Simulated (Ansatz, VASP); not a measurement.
# ZnS in VASP and in Ansatz

```
CELL_PARAMETERS angstrom
0.00000 2.70200 2.70200
2.70200 0.00000 2.70200
2.70200 2.70200 0.00000
ATOMIC_POSITIONS crystal
Zn 0.75000 0.75000 0.75000
S 0.00000 0.00000 0.00000
```

Alike in both runs: task single point; functional r2SCAN; dispersion rVV10; k mesh 9 × 9 × 9; occupations gaussian, width 0.01 eV; no spin polarisation.

```csv
,VASP,Ansatz
version,VASP 6.6.1,Ansatz 0.2.0
potentials or method,"VASP PAW PBE potentials, release 64 (Zn_sv_GW, S_GW)",Ansatz PAW
plane-wave cutoff (eV),600,500
valence electrons in the cell,26,18
```

```tsv
	VASP	Ansatz	Ansatz less VASP
gap on the k mesh at the Fermi level (eV)	2.62	2.61	-0.005
least direct gap on the mesh (eV)	2.62	2.61	-0.005
pressure (GPa)	-2.3	-1.5	+0.77
```

VASP's potentials were made for PBE, not for r2SCAN. VASP's potentials hold 26 valence electrons a cell and Ansatz's 18, so a difference there can come from the potentials and not from the codes.

Noted on Ansatz's run: odd divisions of the mesh miss points on the zone boundary, where band edges often lie, so the gap on the mesh can be too wide.
